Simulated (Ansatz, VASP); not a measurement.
## MoSe: VASP beside Ansatz

Contents of INCAR:

```
PREC = Accurate
ENCUT = 520
EDIFF = 1E-6
ISMEAR = 0
SIGMA = 0.05
LREAL = F
LASPH = T
NELM = 150
ALGO = Normal
ISIF = 2
LWAVE = F
LCHARG = F
ISPIN = 2
MAGMOM = 2.18 0
LORBIT = 11
LMAXMIX = 4
GGA = PE
NBANDS = 21
```

Contents of KPOINTS:

```
regular mesh
0
Gamma
  12 12 12
```

The input POSCAR:

```
MoSe
1.0
    0.0000000000      2.6739083337      2.6739083337
    2.6739083337      0.0000000000      2.6739083337
    2.6739083337      2.6739083337      0.0000000000
Mo Se
1 1
Direct
    0.5000000000      0.5000000000      0.5000000000
    0.0000000000      0.0000000000      0.0000000000
```

Input for Ansatz:

```yaml
crystal:
  lattice:
    - [0.0, 2.6739083337, 2.6739083337]
    - [2.6739083337, 0.0, 2.6739083337]
    - [2.6739083337, 2.6739083337, 0.0]
  atoms:
    - { symbol: Mo, position: [0.5, 0.5, 0.5], spin: 2.18 }
    - { symbol: Se, position: [0.0, 0.0, 0.0] }
basis:
  ecutwfc: 420
  ecutrho_ratio: 4
kpoints:
  mp_grid: { grid: [12, 12, 12] }
hamiltonian:
  xc: pbe
scf:
  occupations: { method: gaussian, width: 0.05 }
output:
  forces: true
  stress: true
  eigenvalues: true
  populations: true
magnetization:
  spin_polarized: true
```

Alike in both runs: task single point; functional PBE; k mesh 12 × 12 × 12; occupations gaussian, width 0.05 eV; collinear spin.

```csv
,VASP,Ansatz
version,VASP 6.6.1,Ansatz 0.2.0
potentials or method,"VASP PAW PBE potentials, release 64 (Mo_sv, Se), cutoff 520 eV","scalar-relativistic, plane waves, PAW"
valence electrons in the cell,20,30
```

|  | VASP | Ansatz | Ansatz less VASP |
| --- | --- | --- | --- |
| gap on the k mesh at the Fermi level (eV) | none | none | - |
| pressure (GPa) | 0.4 | 0.2 | -0.19 |
| net moment per atom (μB) | 1.29 | 1.29 | +0.001 |
| size of the moment on the site where the two differ most (μB) | 2.26 | 2.00 | -0.264 |

Site moments also hang on the region over which each program counts them. A gap of «none» marks a metal or a gap that the smearing closes. With one functional, cell and mesh, what is left measures potentials, basis and numerics. VASP's potentials hold 20 valence electrons a cell and Ansatz's 30, so a difference there can come from the potentials and not from the codes.
